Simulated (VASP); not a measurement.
# LiSi16 (a cell with a defect) in VASP: notebook

The runs below take LiSi16 (a cell with a defect) through single point, with PBE.

All numbers are computed with VASP 6.6.1; they aren't measurements. Logs are shortened: lines on timing, memory, paths and dates and some standing lists are left out, and cuts for length are marked.

**1. The cell of the first run**

The cell holds a defect, 17 atoms: a = 7.679 Å, b = 7.679 Å, c = 7.679 Å, α = 60.00°, β = 60.00°, γ = 60.00°.

**2. Single point, PBE**

INCAR reads:

```
SYSTEM = LiSi16
PREC = Accurate
ENCUT = 520
EDIFF = 1E-7
ISMEAR = -1
SIGMA = 0.02
LREAL = Auto
LASPH = .True.
NELM = 100
ALGO = Normal
ISIF = 2
LWAVE = .False.
LCHARG = .True.
GGA = PE
LELF = .True.
LVHAR = .True.
NELECT = 66.0
NBANDS = 48
```

KPOINTS reads:

```
Automatic mesh
0
Gamma
  2 2 2
  0 0 0
```

POSCAR reads:

```
LiSi16
1.0
    0.0000000000      5.4300000000      5.4300000000
    5.4300000000      0.0000000000      5.4300000000
    5.4300000000      5.4300000000      0.0000000000
Si Li
16 1
Direct
   -0.0019889503     -0.0049171271     -0.0007182320
    0.1070257827      0.0662338858      0.1841712707
    0.0555801105     -0.0637200737      0.5373664825
    0.1358655617      0.1391620626      0.6234714549
   -0.0128084715      0.4431952118      0.0509484346
    0.1203499079      0.6068324125      0.1342909761
   -0.0254511971      0.5229650092      0.4979373849
    0.1579926335      0.5623941068      0.6275322284
    0.4801197053     -0.0177071823      0.0098434622
    0.6064180479      0.1359023941      0.0852025783
    0.5348802947      0.0480478821      0.4509208103
    0.6505432781      0.1267127072      0.6256261510
    0.4807274401      0.5018508287     -0.0069152855
    0.6299539595      0.5904696133      0.1284254144
    0.5321639042      0.4952946593      0.5002670350
    0.5949723757      0.6709208103      0.6191344383
    0.7818416206      0.7522651934      0.7610313076
```

Potentials or basis: VASP PAW PBE potentials, release 64 (Si, Li_sv).

Started as:

```sh
$ cat potpaw_PBE.64/Si/POTCAR potpaw_PBE.64/Li_sv/POTCAR > POTCAR
$ mpirun -np 1 vasp_std > vasp.out
```

OUTCAR:

```text
SYSTEM = LiSi16
   PREC = Accurate
   ENCUT = 520
   EDIFF = 1E-7
   ISMEAR = -1
   LREAL = Auto
   LASPH = .True.
   NELM = 100
   ISIF = 2
   GGA = PE
   NELECT = 66.0

 ion  position               nearest neighbor table
   1  0.998  0.995  0.999-   2 2.33   4 2.37   6 2.43  10 2.47
   2  0.107  0.066  0.184-   3 2.26   1 2.33   5 2.36   9 2.37
   3  0.056  0.936  0.537-   2 2.26   8 2.37   4 2.38  17 2.51  12 2.57
   4  0.136  0.139  0.623-   1 2.37   3 2.38   7 2.42  11 2.52
   5  0.987  0.443  0.051-  14 2.26   2 2.36   6 2.40   8 2.66  17 2.75
   6  0.120  0.607  0.134-  13 2.26   7 2.29   5 2.40   1 2.43
   7  0.975  0.523  0.498-   8 2.28   6 2.29  16 2.38   4 2.42  17 2.71
   8  0.158  0.562  0.628-   7 2.28   3 2.37  15 2.39  17 2.42   5 2.66
   9  0.480  0.982  0.010-  10 2.25   2 2.37  12 2.44  14 2.46  17 2.64
  10  0.606  0.136  0.085-   9 2.25  13 2.30  11 2.36   1 2.47
  11  0.535  0.048  0.451-  12 2.34  10 2.36  16 2.41   4 2.52
  12  0.651  0.127  0.626-  15 2.31  11 2.34  17 2.35   9 2.44   3 2.57
  13  0.481  0.502  0.993-   6 2.26  10 2.30  14 2.35  16 2.36
  14  0.630  0.590  0.128-   5 2.26  17 2.35  13 2.35  15 2.36   9 2.46
  15  0.532  0.495  0.500-  16 2.28  12 2.31  14 2.36   8 2.39
  16  0.595  0.671  0.619-  15 2.28  13 2.36   7 2.38  11 2.41  17 2.60
  17  0.782  0.752  0.761-  14 2.35  12 2.35   8 2.42   3 2.51  16 2.60   9 2.64   7 2.71   5 2.75

  LATTYP: Found a face centered cubic cell.
 ALAT       =    10.8600000000

  Lattice vectors:

 A1 = (   0.0000000000,   5.4300000000,   5.4300000000)
 A2 = (   5.4300000000,   0.0000000000,   5.4300000000)
 A3 = (   5.4300000000,   5.4300000000,   0.0000000000)

Analysis of symmetry for initial positions (statically):
=====================================================================
 Subroutine PRICEL returns:
 Original cell was already a primitive cell.

 Routine SETGRP: Setting up the symmetry group for a
 face centered cubic supercell.

 Subroutine GETGRP returns: Found  1 space group operations
 (whereof  1 operations were pure point group operations)
 out of a pool of 48 trial point group operations.

The static configuration has the point symmetry C_1 .

Analysis of symmetry for dynamics (positions and initial velocities):
=====================================================================
 Subroutine PRICEL returns:
 Original cell was already a primitive cell.

 Routine SETGRP: Setting up the symmetry group for a
 face centered cubic supercell.

 Subroutine GETGRP returns: Found  1 space group operations
 (whereof  1 operations were pure point group operations)
 out of a pool of 48 trial point group operations.

The dynamic configuration has the point symmetry C_1 .

 Subroutine INISYM returns: Found  1 space group operations
 (whereof  1 operations are pure point group operations),
 and found     1 'primitive' translations

----------------------------------------------------------------------------------------

                                     Primitive cell

  volume of cell :     320.2060

  direct lattice vectors                    reciprocal lattice vectors
     0.000000000  5.430000000  5.430000000    -0.092081031  0.092081031  0.092081031
     5.430000000  0.000000000  5.430000000     0.092081031 -0.092081031  0.092081031
     5.430000000  5.430000000  0.000000000     0.092081031  0.092081031 -0.092081031

  length of vectors
     7.679179644  7.679179644  7.679179644     0.159489025  0.159489025  0.159489025

  position of ions in fractional coordinates (direct lattice)
     0.998011050  0.995082873  0.999281768
     0.107025783  0.066233886  0.184171271
     0.055580111  0.936279926  0.537366482
     0.135865562  0.139162063  0.623471455
     0.987191528  0.443195212  0.050948435
     0.120349908  0.606832412  0.134290976
[... 9 lines left out ...]
     0.594972376  0.670920810  0.619134438
     0.781841621  0.752265193  0.761031308

  ion indices of the primitive-cell ions
   primitive index   ion index
                 1           1
                 2           2
[... 48 lines left out ...]
  Thomas-Fermi vector in A             =   2.096897
   LORBIT       =      0    0 simple, 1 ext, 2 COOP (PROOUT), +10 PAW based schemes
   GGA     = PE    functional components
   LHFCALC =     F    Hartree Fock is set to
   AEXX    =    0.0000 exact exchange contribution
   IVDW    =     0    specifies the selected vdW correction
   LEPSILON=     F    determine dielectric tensor
   LRPA    =     F    only Hartree local field effects (RPA)
 non-spin polarized calculation
  energy-cutoff  :      520.00
  volume of cell :      320.21
 maximum number of plane-waves:      8646
 NGX is ok and might be reduce to    60
   NGX = 29   NGY = 29   NGZ = 29

 number of electron      66.0000000 magnetization

 Free energy of the ion-electron system (eV)
  ---------------------------------------------------
  ext. energy  EPLUGINS =         0.00000000
  ---------------------------------------------------
  free energy    TOTEN  =       -91.65893403 eV

  energy without entropy =      -91.65889446  energy(sigma->0) =      -91.65891425

 E-fermi :   6.2834     XC(G=0):  -9.4985

 val. band max:        6.1294381360   @ k =   0.0000   0.0000   0.0000
 cond. band min:       6.4375565695   @ k =   0.0000   0.0000   0.0000
 fundamental gap:      0.3081184335
 Fermi energy:         6.2834278887

 k-point     1 :       0.0000    0.0000    0.0000
  band No.  band energies     occupation
      1     -40.2419      2.00000
      2      -5.9372      2.00000
      3      -3.7272      2.00000
      4      -3.7114      2.00000
      5      -3.5594      2.00000
      6      -3.4387      2.00000
[... 37 lines left out ...]
     44       8.2299      0.00000
     45       8.3212      0.00000

 k-point     2 :       0.5000    0.0000    0.0000
  band No.  band energies     occupation
      1     -40.2419      2.00000
      2      -5.2767      2.00000
      3      -5.0160      2.00000
      4      -3.4700      2.00000
      5      -3.3876      2.00000
      6      -3.3217      2.00000
[... 280 lines left out ...]
 k-point     8 :       0.5000    0.0000    0.5000
  band No.  band energies     occupation
      1     -40.2419      2.00000
      2      -4.9572      2.00000
      3      -4.8183      2.00000
      4      -4.0723      2.00000
      5      -3.9527      2.00000
      6      -3.7482      2.00000
[... 37 lines left out ...]
     44      10.1176      0.00000
     45      10.2162      0.00000
 [bands above 45 left out]

------------------------ aborting loop because EDIFF is reached ----------------------------------------

  FORCE on cell =-STRESS in cart. coord.  units (eV):
  Direction    XX          YY          ZZ          XY          YZ          ZX
  --------------------------------------------------------------------------------------
  -------------------------------------------------------------------------------------
  Total       -2.9071600     -4.3340779     -4.5585199      1.9998915      0.8805354      0.9711367
  in kB      -14.5462158    -21.6859178    -22.8089321     10.0066227      4.4058320      4.8591629
  external PRESSURE =     -19.6803553 kB  Pullay stress =       0.0000000 kB

 VOLUME and BASIS-vectors are now :
 -----------------------------------------------------------------------------
  energy-cutoff  :      520.00
  volume of cell :      320.21
      direct lattice vectors                 reciprocal lattice vectors
     0.000000000  5.430000000  5.430000000    -0.092081031  0.092081031  0.092081031
     5.430000000  0.000000000  5.430000000     0.092081031 -0.092081031  0.092081031
     5.430000000  5.430000000  0.000000000     0.092081031  0.092081031 -0.092081031

 POSITION                                       TOTAL-FORCE (eV/Angst)
 -----------------------------------------------------------------------------------
     10.82940     10.84530     10.82250        -0.379008     -0.411891     -0.852279
      1.35970      1.58120      0.94080        -0.405009     -0.875455      0.967408
      8.00190      3.21970      5.38580         1.199249     -0.443687     -0.371362
      4.14110      4.12320      1.49340        -0.246063      0.483549      0.479008
      2.68320      5.63710      7.76700        -1.305513      0.209019      1.742947
      4.02430      1.38270      3.94860         0.569847     -1.626391     -0.186681
[... 9 lines left out ...]
      7.00500      6.59260      6.87380         0.091602      0.164356      0.617772
      8.21720      8.37780      8.33020        -0.304926     -0.060374     -0.206775
 -----------------------------------------------------------------------------------
    total drift:                               -0.004443      0.001680     -0.005980

  FREE ENERGIE OF THE ION-ELECTRON SYSTEM (eV)
  ---------------------------------------------------
  free  energy   TOTEN  =       -91.6589340336 eV

  energy  without entropy=      -91.6588944600  energy(sigma->0) =      -91.65891425
```

Wall time 2.8 min (1 thread of Intel Xeon 6975P-C (Granite Rapids), shared host); peak memory 0.47 GiB.

Results:

* Free energy: -91.6589 eV
* Largest force: 2.200 eV/Å

Forces on the atoms (eV/Å):
```
Si  -0.379 -0.412 -0.852
Si  -0.405 -0.875  0.967
Si   1.199 -0.444 -0.371
Si  -0.246  0.484  0.479
Si  -1.306  0.209  1.743
Si   0.570 -1.626 -0.187
Si  -0.889  0.436 -0.934
Si   1.209  1.565  0.144
Si  -0.972 -0.402 -0.482
Si   0.003  1.883  1.137
Si   0.615 -0.645 -1.574
Si  -0.141  0.560  0.306
Si  -0.241  0.292  0.543
Si   1.557 -0.182 -0.623
Si  -0.361 -0.945 -0.707
Si   0.092  0.164  0.618
Li  -0.305 -0.060 -0.207
```

Levels at points of the mesh, in eV from the Fermi level:
```
           k point  band 31  band 32  band 33  band 34  band 35  band 36
(0.00, 0.00, 0.00)    -0.52    -0.29    -0.15     0.15     0.25     0.32
(0.50, 0.00, 0.00)    -1.16    -0.84    -0.75     0.63     0.84     0.98
(0.00, 0.50, 0.00)    -1.14    -0.81    -0.57     0.59     0.76     1.02
(0.00, 0.00, 0.50)    -1.09    -0.90    -0.67     0.62     0.79     0.96
(0.50, 0.50, 0.50)    -0.93    -0.69    -0.61     0.72     0.83     1.09
(0.50, 0.50, 0.00)    -1.37    -1.35    -1.20     0.61     0.88     1.73
(0.00, 0.50, 0.50)    -1.51    -1.22    -1.14     0.77     0.96     1.68
(0.50, 0.00, 0.50)    -1.48    -1.39    -1.11     0.55     0.91     1.70
```

Caveat: the k points lie up to 0.50 Å⁻¹ apart; the cell carries a net charge on a neutralising background, which shifts energy and pressure; the cell is charged against a uniform background, so pressure and absolute levels hang on convention; the cutoff is under 1.25 times the usual one of these potentials, so pressure, stress and relaxed cells hold a basis-set (Pulay) error.

**3. Single point, PBE**

INCAR reads:

```
SYSTEM = LiSi16
ALGO = Normal
EDIFF = 1E-6
ENCUT = 520
GGA = PE
ISIF = 2
ISMEAR = -1
LASPH = .True.
LCHARG = .True.
LELF = .True.
LREAL = Auto
LVHAR = .True.
LWAVE = .False.
NBANDS = 48
NELECT = 66.0
NELM = 80
PREC = Accurate
SIGMA = 0.02
```

KPOINTS reads:

```
k-points
0
Gamma
  2 2 2
  0 0 0
```

POSCAR reads:

```
LiSi16
1.0
    0.0000000000      5.4300000000      5.4300000000
    5.4300000000      0.0000000000      5.4300000000
    5.4300000000      5.4300000000      0.0000000000
Si Li
16 1
Direct
    0.0220810313     -0.0630202578      0.0057826888
    0.1282136280      0.0577716390      0.1568692449
    0.0085359116     -0.0198250460      0.5339318600
    0.1416758748      0.1087476980      0.6618047882
   -0.0222559853      0.4379465930      0.0349263352
    0.0915653775      0.5712891344      0.1785819521
   -0.0352946593      0.4857366483      0.5385543278
    0.1137016575      0.6179558011      0.6598710866
    0.5165653775     -0.0139686924      0.0028084715
    0.6526243094      0.1206169429      0.0878360958
    0.5239594843      0.0252854512      0.4678821363
    0.6420073665      0.1234254144      0.6303130755
    0.4543738490      0.5097697974     -0.0232872928
    0.6159392265      0.5937476980      0.1264364641
    0.4824033149      0.4893093923      0.4906169429
    0.5741988950      0.6612707182      0.5827808471
    0.6890607735      0.7346593002      0.7669060773
```

Potentials or basis: VASP PAW PBE potentials, release 64 (Si, Li_sv).

Started as:

```sh
$ cat potpaw_PBE.64/Si/POTCAR potpaw_PBE.64/Li_sv/POTCAR > POTCAR
$ mpirun -np 1 vasp_std > vasp.out
```

Wall time 2.3 min (1 thread of Intel Xeon 6975P-C (Granite Rapids), shared host); peak memory 0.47 GiB.

It converged, with:

| Property | Result |
| --- | --- |
| Free energy | -91.7112 eV |
| Largest force | 2.535 eV/Å |

Forces on the atoms (eV/Å):
```
Si   1.479  0.946 -0.670
Si   0.147  0.191  0.788
Si   0.018 -0.091  1.242
Si  -1.427 -1.707  1.215
Si  -0.170  0.903  0.988
Si  -1.205 -0.934  0.079
Si   0.789  0.619 -0.078
Si  -0.946 -0.095 -1.549
Si  -0.374 -0.602 -2.010
Si   1.370  0.050  0.608
Si   0.303 -0.709 -0.530
Si  -0.032 -0.341 -0.229
Si  -0.561  1.186  0.024
Si   0.556 -0.878 -0.392
Si   0.088 -0.284 -0.525
Si   0.194  1.767  0.261
Li  -0.230 -0.018  0.776
```

Levels at points of the mesh, in eV from the Fermi level:
```csv
k point,band 31,band 32,band 33,band 34,band 35,band 36
"(0.00, 0.00, 0.00)",-0.47,-0.20,-0.17,0.16,0.21,0.40
"(0.50, 0.00, 0.00)",-1.01,-0.90,-0.58,0.79,0.92,1.01
"(0.00, 0.50, 0.00)",-1.00,-0.87,-0.72,0.65,0.76,1.02
"(0.00, 0.00, 0.50)",-1.03,-0.81,-0.65,0.68,0.87,0.99
"(0.50, 0.50, 0.50)",-1.01,-0.96,-0.73,0.73,0.74,0.96
"(0.50, 0.50, 0.00)",-1.45,-1.33,-1.23,0.63,0.89,1.68
"(0.00, 0.50, 0.50)",-1.44,-1.34,-1.22,0.83,1.03,1.77
"(0.50, 0.00, 0.50)",-1.47,-1.33,-1.16,0.73,0.81,1.71
```

Caveat: the k points lie up to 0.50 Å⁻¹ apart; the cell carries a net charge on a neutralising background, which shifts energy and pressure; the cell is charged against a uniform background, so pressure and absolute levels hang on convention; the cutoff is under 1.25 times the usual one of these potentials, so pressure, stress and relaxed cells hold a basis-set (Pulay) error.

**4. Single point, PBE**

INCAR reads:

```
SYSTEM = LiSi16
ALGO     = Normal         ! electronic algorithm
EDIFF    = 1E-6           ! SCF threshold, eV
ENCUT    = 520            ! plane-wave cutoff, eV
GGA      = PE             ! functional
ISIF     = 2              ! what is computed and relaxed
ISMEAR   = -1             ! smearing method
LASPH    = .True.         ! aspherical terms in the spheres
LCHARG   = .False.        ! write CHGCAR
LREAL    = Auto         
LWAVE    = .False.        ! write WAVECAR
NBANDS   = 48             ! bands
NELECT   = 66.0         
NELM     = 80             ! most SCF steps
PREC     = Accurate       ! precision mode
SIGMA    = 0.02           ! smearing width, eV
```

KPOINTS is that of step 3.

POSCAR reads:

```
LiSi16
1.0
    0.0000000000      5.4300000000      5.4300000000
    5.4300000000      0.0000000000      5.4300000000
    5.4300000000      5.4300000000      0.0000000000
Si Li
16 1
Direct
    0.0342449355     -0.0784990792      0.0140791897
    0.1262430939      0.0757274401      0.1526703499
    0.0032136280     -0.0266574586      0.5359944751
    0.1425690608      0.0975598527      0.6373756906
   -0.0253406998      0.4435727440      0.0449171271
    0.1092173112      0.5626979742      0.1719060773
   -0.0306629834      0.4596132597      0.5428913444
    0.0812430939      0.5876335175      0.6990147330
    0.5125414365     -0.0129465930      0.0100000000
    0.6719152855      0.0813075506      0.1389502762
    0.4993554328     -0.0233701657      0.5000000000
    0.6066022099      0.1159576427      0.6431767956
    0.4974309392      0.4763443831     -0.0213904236
    0.5802302026      0.6051289134      0.1161049724
    0.4486924494      0.4960220994      0.4922651934
    0.5801197053      0.6004511971      0.6284622468
    0.7295027624      0.7625230203      0.7367587477
```

Started as:

```sh
$ cat potpaw_PBE.64/Si/POTCAR potpaw_PBE.64/Li_sv/POTCAR > POTCAR
$ mpirun -np 1 vasp_std > vasp.out
```

It took 2.1 min on 1 thread of Intel Xeon 6975P-C (Granite Rapids), shared host; peak memory 0.48 GiB.

Results (log left out):

* Free energy: -91.4599 eV
* Largest force: 3.296 eV/Å

Forces on the atoms (eV/Å):
```
Si   0.898  0.098  1.225
Si  -0.568  0.697 -0.218
Si  -0.555 -1.249 -0.875
Si   0.712  0.024 -1.220
Si   1.685  0.611 -1.282
Si  -1.158  0.169  0.214
Si   0.923 -0.289  0.395
Si  -2.292 -1.052  2.123
Si   0.379 -0.034 -1.104
Si  -0.012 -1.961  0.083
Si  -0.009  1.042  0.588
Si   0.064 -0.893  1.434
Si   0.032  0.750 -3.069
Si   1.614  2.063  1.520
Si  -0.204  0.587 -0.636
Si  -1.180 -0.451  1.438
Li  -0.329 -0.112 -0.615
```

Levels at points of the mesh, in eV from the Fermi level:
| k point | band 29 | band 30 | band 31 | band 32 | band 33 | band 34 | band 35 | band 36 | band 37 | band 38 |
| --- | --- | --- | --- | --- | --- | --- | --- | --- | --- | --- |
| (0.00, 0.00, 0.00) | -1.36 | -1.03 | -0.57 | -0.35 | -0.11 | 0.11 | 0.20 | 0.32 | 0.38 | 0.51 |
| (0.50, 0.00, 0.00) | -2.27 | -1.42 | -1.17 | -0.95 | -0.71 | 0.54 | 0.75 | 0.86 | 1.07 | 1.27 |
| (0.00, 0.50, 0.00) | -2.23 | -1.53 | -1.06 | -0.83 | -0.65 | 0.44 | 0.97 | 1.04 | 1.10 | 1.19 |
| (0.00, 0.00, 0.50) | -2.07 | -1.17 | -1.07 | -1.01 | -0.73 | 0.75 | 0.94 | 1.05 | 1.14 | 1.37 |
| (0.50, 0.50, 0.50) | -2.11 | -1.36 | -1.21 | -1.03 | -0.63 | 0.69 | 0.80 | 0.93 | 1.20 | 1.26 |
| (0.50, 0.50, 0.00) | -2.03 | -1.72 | -1.61 | -1.48 | -1.26 | 0.60 | 0.82 | 1.66 | 1.79 | 1.84 |
| (0.00, 0.50, 0.50) | -2.02 | -1.75 | -1.58 | -1.45 | -1.30 | 0.71 | 0.85 | 1.69 | 1.73 | 1.83 |
| (0.50, 0.00, 0.50) | -2.11 | -1.71 | -1.61 | -1.43 | -1.28 | 0.65 | 0.72 | 1.59 | 1.79 | 1.87 |

Caveat: the k points lie up to 0.50 Å⁻¹ apart; the cell carries a net charge on a neutralising background, which shifts energy and pressure; the cell is charged against a uniform background, so pressure and absolute levels hang on convention; the cutoff is under 1.25 times the usual one of these potentials, so pressure, stress and relaxed cells hold a basis-set (Pulay) error.
